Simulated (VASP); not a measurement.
Runs of VASP 6.6.1 on KZnF3. The structure is that of space group Pm-3m (No. 221), or close to it. The cells are those of the table. 

```csv
task,cell,cutoff (eV),gap on the mesh (eV),pressure (GPa)
relaxation of cell and atoms,"relaxed to 10 GPa from a = 4.050 Å, 5 atoms",600,3.92,9.9
relaxation of cell and atoms,"relaxed from a = 4.050 Å, 5 atoms",600,3.65,0.0
relaxation of cell and atoms,"relaxed to 30 GPa from a = 4.050 Å, 5 atoms",600,4.30,30.0
single point,"a = 3.880 Å, 5 atoms",520,(b),20.9
single point,"a = 3.979 Å, 5 atoms",520,3.93,10.6
single point,"a = 3.806 Å, 5 atoms",520,4.31,31.1
single point,"a = 4.128 Å, 5 atoms",520,3.65,(a)
relaxation of cell and atoms,"relaxed to 20 GPa from a = 4.050 Å, 5 atoms",600,4.13,19.8
```

Alike in all rows: level PBE; potentials or basis VASP PAW PBE potentials, release 64 (K_sv, Zn, F); no spin polarisation; k mesh 4 × 4 × 4; smearing gaussian 0.01 eV.

**Question.** Fill in the values left out.

**Answer.** (a) 0.2; (b) 4.14.

Caveats: the cell is relaxed towards a set pressure, so the run minimises the enthalpy, not the energy (at least some runs); the cell stands under pressure (at least some runs).

A k mesh can miss the band edges.
